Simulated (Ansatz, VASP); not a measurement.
# ZrTi7C8: VASP beside Ansatz

```
CELL_PARAMETERS angstrom
-4.34728 4.34728 0.00000
-4.34728 0.00000 4.34728
0.00000 4.34728 4.34728
ATOMIC_POSITIONS crystal
Zr 0.00000 0.00000 0.00000
Ti 0.50000 0.00000 0.00000
Ti 0.00000 0.50000 0.00000
Ti 0.00000 0.00000 0.50000
Ti 0.50000 0.50000 0.00000
Ti 0.50000 0.00000 0.50000
Ti 0.00000 0.50000 0.50000
Ti 0.50000 0.50000 0.50000
C 0.75000 0.75000 0.75000
C 0.25597 0.74403 0.74403
C 0.74403 0.25597 0.74403
C 0.74403 0.74403 0.25597
C 0.25597 0.25597 0.74403
C 0.25597 0.74403 0.25597
C 0.74403 0.25597 0.25597
C 0.25000 0.25000 0.25000
```

Alike in both runs: functional PBEsol; k mesh 8 × 8 × 8; occupations gaussian, width 0.1 eV; no spin polarisation.

Ansatz relaxed the structure, and its values are those at the end. VASP's run is a single point on that final structure, the one shown.

|  | VASP | Ansatz |
| --- | --- | --- |
| version | VASP 6.6.1 | Ansatz 0.2.0 |
| potentials or method | VASP PAW PBE potentials, release 64 (Zr_sv, Ti_sv, C), cutoff 520 eV | scalar-relativistic, plane waves, PAW |
| valence electrons in the cell | 128 | 128 |

```tsv
	VASP	Ansatz	Ansatz less VASP
gap on the k mesh at the Fermi level (eV)	none	none	-
pressure (GPa)	0.4	0.0	-0.37
```

VASP's potentials were made for PBE, not for PBEsol. A gap of «none» marks a metal or a gap that the smearing closes. With one functional, cell and mesh, what is left measures potentials, basis and numerics.
